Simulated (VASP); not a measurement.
# Ge in VASP: a series of runs

Ge is run at these levels: PBE+D3(BJ); tasks: single point.

All numbers are computed with VASP 6.6.1; they aren't measurements. Logs are shortened: lines on timing, memory, paths and dates and some standing lists are left out, and cuts for length are marked.

**1. The cell of the first run**

The cell holds a slab with vacuum, 2 atoms: a = 3.901 Å, b = 3.901 Å, c = 28.000 Å, α = 90.00°, β = 90.00°, γ = 120.00°.

**2. Single point, PBE+D3(BJ)**

Input file INCAR:

```
SYSTEM = Ge
PREC = Accurate ; ENCUT = 520
EDIFF = 1E-7 ; ISMEAR = 0
SIGMA = 0.1 ; LREAL = .False.
LASPH = .True. ; NELM = 60
ALGO = Normal ; ISIF = 2
LWAVE = .False. ; LCHARG = .True.
LDIPOL = .True. ; IDIPOL = 3
DIPOL = 0.5 0.5 0.500 ; GGA = PE
IVDW = 12 ; LELF = .True.
LVHAR = .True. ; LVACPOTAV = .True.
NBANDS = 21
```

Input file KPOINTS:

```
Automatic mesh
0
Gamma
  12 12 1
  0 0 0
```

Input file POSCAR:

```
Ge
1.0
    3.9010000000      0.0000000000      0.0000000000
   -1.9505000000      3.3783651002      0.0000000000
    0.0000000000      0.0000000000     28.0000000000
Ge
2
Direct
    0.3333333333      0.6666666667      0.5052321429
    0.6666666667      0.3333333333      0.4947678571
```

Potentials or basis: VASP PAW PBE potentials, release 64 (Ge_d).

Launch:

```console
> cat potpaw_PBE.64/Ge_d/POTCAR > POTCAR
> mpirun -np 1 vasp_std > vasp.out
```

OUTCAR:

```text
SYSTEM = Ge
   PREC = Accurate
   ENCUT = 520
   EDIFF = 1E-7
   ISMEAR = 0
   LREAL = .False.
   LASPH = .True.
   NELM = 60
   ISIF = 2
   GGA = PE
   IVDW = 12
 IVDW          = 12

 ion  position               nearest neighbor table
   1  0.333  0.667  0.505-   2 2.27   2 2.27   2 2.27
   2  0.667  0.333  0.495-   1 2.27   1 2.27   1 2.27

  LATTYP: Found a hexagonal cell.
 ALAT       =     3.9010000000
 C/A-ratio  =     7.1776467572

  Lattice vectors:

 A1 = (   3.9010000000,   0.0000000000,   0.0000000000)
 A2 = (  -1.9505000000,   3.3783651002,   0.0000000000)
 A3 = (   0.0000000000,   0.0000000000,  28.0000000000)

Analysis of symmetry for initial positions (statically):
=====================================================================
 Subroutine PRICEL returns:
 Original cell was already a primitive cell.

 Routine SETGRP: Setting up the symmetry group for a
 hexagonal supercell.

 Subroutine GETGRP returns: Found 12 space group operations
 (whereof 12 operations were pure point group operations)
 out of a pool of 24 trial point group operations.

The static configuration has the point symmetry D_3d.

Analysis of symmetry for dynamics (positions and initial velocities):
=====================================================================
 Subroutine PRICEL returns:
 Original cell was already a primitive cell.

 Routine SETGRP: Setting up the symmetry group for a
 hexagonal supercell.

 Subroutine GETGRP returns: Found 12 space group operations
 (whereof 12 operations were pure point group operations)
 out of a pool of 24 trial point group operations.

The dynamic configuration has the point symmetry D_3d.

 Subroutine INISYM returns: Found 12 space group operations
 (whereof 12 operations are pure point group operations),
 and found     1 'primitive' translations

----------------------------------------------------------------------------------------

                                     Primitive cell

  volume of cell :     369.0121

  direct lattice vectors                    reciprocal lattice vectors
     3.901000000  0.000000000  0.000000000     0.256344527  0.148000582  0.000000000
    -1.950500000  3.378365100  0.000000000     0.000000000  0.296001163  0.000000000
     0.000000000  0.000000000 28.000000000     0.000000000  0.000000000  0.035714286

  length of vectors
     3.901000000  3.901000000 28.000000000     0.296001163  0.296001163  0.035714286

[... 78 lines left out ...]
   IBRION =     -1    ionic relax: 0-MD 1-quasi-New 2-CG
   NFREE  =      0    steps in history (QN), initial steepest desc. (CG)
   ISIF   =      2    stress and relaxation
   ISYM   =      2    0-nonsym 1-usesym 2-fastsym
   POTIM  = 0.5000    time-step for ionic-motion
   TEBEG  =    0.0;   TEEND  =   0.0 temperature during run
   PSTRESS=    0.0 pullay stress
   NELECT =      28.0000    total number of electrons
   NUPDOWN=      -1.0000    fix difference up-down
   EMIN   =  10.00;   EMAX   =-10.00  energy-range for DOS
   EFERMI =   0.00;   METHOD = LEGACY
   ISMEAR =     0;   SIGMA  =   0.10  broadening in eV -4-tet -1-fermi 0-gaus
   EFERMI_NEDOS =   21; number of points for ismear=-14 and -15
   IALGO  =     38    algorithm
   IMIX   =      4    mixing-type and parameters
     AMIX     =   0.40;   BMIX     =  1.00
     AMIX_MAG =   1.60;   BMIX_MAG =  1.00
  volume/ion in A,a.u.               =     184.51      1245.11
  Fermi-wavevector in a.u.,A,eV,Ry     =   0.693076  1.309723  6.535611  0.480354
  Thomas-Fermi vector in A             =   1.775187
   LORBIT       =      0    0 simple, 1 ext, 2 COOP (PROOUT), +10 PAW based schemes
   GGA     = PE    functional components
   LHFCALC =     F    Hartree Fock is set to
   AEXX    =    0.0000 exact exchange contribution
   IVDW    =    12    specifies the selected vdW correction
   LEPSILON=     F    determine dielectric tensor
   LRPA    =     F    only Hartree local field effects (RPA)
 non-spin polarized calculation
 Gauss-broadening in eV      SIGMA  =   0.10
  energy-cutoff  :      520.00
  volume of cell :      369.01
 maximum number of plane-waves:     10011
 NGX is ok and might be reduce to    30
   NGX = 15   NGY = 15   NGZ =105

 dipolmoment           0.000000      0.000000      0.000000 electrons x Angstroem

 number of electron      27.9999985 magnetization

 dipolmoment           0.000000      0.000000     -0.000000 electrons x Angstroem

 Free energy of the ion-electron system (eV)
  ---------------------------------------------------
  ext. energy  EPLUGINS =         0.00000000
  ---------------------------------------------------
  free energy    TOTEN  =        -7.74797001 eV

  energy without entropy =       -7.74639362  energy(sigma->0) =       -7.74718181

 E-fermi :  -3.1987     XC(G=0):  -1.6485

 val. band max:       -3.8122743225   @ k =   0.3333   0.2500   0.0000
 cond. band min:      -3.1985705865   @ k =   0.3333   0.3333   0.0000
 fundamental gap:      0.6137037361
 Fermi energy:        -3.1987069186

 k-point     1 :       0.0000    0.0000    0.0000
  band No.  band energies     occupation
      1     -28.3297      2.00000
      2     -28.3126      2.00000
      3     -28.3126      2.00000
      4     -28.2611      2.00000
      5     -28.2611      2.00000
      6     -28.0427      2.00000
[... 445 lines left out ...]
     20       4.0016      0.00000
     21       4.0016      0.00000

------------------------ aborting loop because EDIFF is reached ----------------------------------------

 vacuum level on the upper side and lower side of the slab       (xc-potential included)        -0.072        -0.072

 Edisp (eV)   -0.32889

 E8    (eV) :    -0.1575

  FORCE on cell =-STRESS in cart. coord.  units (eV):
  Direction    XX          YY          ZZ          XY          YZ          ZX
  --------------------------------------------------------------------------------------
  -------------------------------------------------------------------------------------
  Total       3.48758     3.48758     0.19528    -0.00000     0.00000     0.00000
  in kB      15.14239    15.14239     0.84786    -0.00000     0.00000     0.00000
  external pressure =       10.38 kB  Pullay stress =        0.00 kB

 VOLUME and BASIS-vectors are now :
 -----------------------------------------------------------------------------
  energy-cutoff  :      520.00
  volume of cell :      369.01
      direct lattice vectors                 reciprocal lattice vectors
     3.901000000  0.000000000  0.000000000     0.256344527  0.148000582  0.000000000
    -1.950500000  3.378365100  0.000000000     0.000000000  0.296001163  0.000000000
     0.000000000  0.000000000 28.000000000     0.000000000  0.000000000  0.035714286

 POSITION                                       TOTAL-FORCE (eV/Angst)
 -----------------------------------------------------------------------------------
     -0.00000      2.25224     14.14650         0.000000      0.000000      0.721896
      1.95050      1.12612     13.85350        -0.000000     -0.000000     -0.721896
 -----------------------------------------------------------------------------------
    total drift:                               -0.000000      0.000000     -0.000000

  FREE ENERGIE OF THE ION-ELECTRON SYSTEM (eV)
  ---------------------------------------------------
  free  energy   TOTEN  =        -8.0768623657 eV

  energy  without entropy=       -8.0752859791  energy(sigma->0) =       -8.07607417

 vacuum level on the upper side and lower side of the slab         1.149         1.149
```

Wall time 3.4 min (1 thread of Intel Xeon 6975P-C (Granite Rapids), shared host); peak memory 0.49 GiB.

What came out:

```yaml
Free_energy: -8.0769 eV
Largest_force: 0.722 eV/Å
Band_gap_on_the_k_mesh: zero (filled and empty bands touch)
Dispersion_energy_per_atom: -0.164 eV
Work_function_of_the_upper_face: 4.35 eV
Work_function_of_the_lower_face: 4.35 eV
```

Forces on the atoms (eV/Å):
```
Ge   0.000  0.000  0.722
Ge   0.000  0.000 -0.722
```

**3. Single point, PBE+D3(BJ)**

Input file INCAR:

```
SYSTEM = Ge
PREC     = Accurate       ! precision mode
ENCUT    = 520            ! plane-wave cutoff, eV
EDIFF    = 1E-6           ! SCF threshold, eV
ISMEAR   = 0              ! smearing method
SIGMA    = 0.1            ! smearing width, eV
LREAL    = .FALSE.        ! projectors in reciprocal space
LASPH    = .TRUE.         ! aspherical terms in the spheres
NELM     = 60             ! most SCF steps
ALGO     = Normal         ! electronic algorithm
ISIF     = 2              ! what is computed and relaxed
LWAVE    = .FALSE.        ! write WAVECAR
LCHARG   = .FALSE.        ! write CHGCAR
LDIPOL   = .TRUE.       
IDIPOL   = 3            
DIPOL    = 0.5 0.5 0.500
GGA      = PE             ! functional
IVDW     = 12             ! dispersion correction
NBANDS   = 21             ! bands
```

Input file KPOINTS:

```
Automatic mesh
0
G
  12 12 1
  0 0 0
```

Input file POSCAR:

```
Ge
1.0
    3.9010000000      0.0000000000      0.0000000000
   -1.9505000000      3.3783651002      0.0000000000
    0.0000000000      0.0000000000     28.0000000000
Ge
2
Direct
    0.3333333333      0.6666666667      0.5104821429
    0.6666666667      0.3333333333      0.4895178571
```

Potentials or basis: VASP PAW PBE potentials, release 64 (Ge_d).

Launch:

```console
> cat potpaw_PBE.64/Ge_d/POTCAR > POTCAR
> mpirun -np 1 vasp_std > vasp.out
```

It took 2.3 min on 1 thread of Intel Xeon 6975P-C (Granite Rapids), shared host; peak memory 0.5 GiB.

The run converged. Its results:

- Free energy: -8.2882 eV
- Largest force: 0.528 eV/Å
- Band gap on the k mesh: zero (filled and empty bands touch)
- Dispersion energy per atom: -0.164 eV

Forces on the atoms (eV/Å):
```
Ge   0.000  0.000  0.528
Ge   0.000  0.000 -0.528
```

Levels at points of the mesh, in eV from the Fermi level:
```tsv
k point	band 12	band 13	band 14	band 15	band 16	band 17
(0.00, 0.00, 0.00)	-3.55	-0.60	-0.60	0.94	2.41	4.01
(0.50, 0.00, 0.00)	-7.80	-2.33	-1.19	0.73	1.60	5.66
```

(Continued in part 2 of 2.)
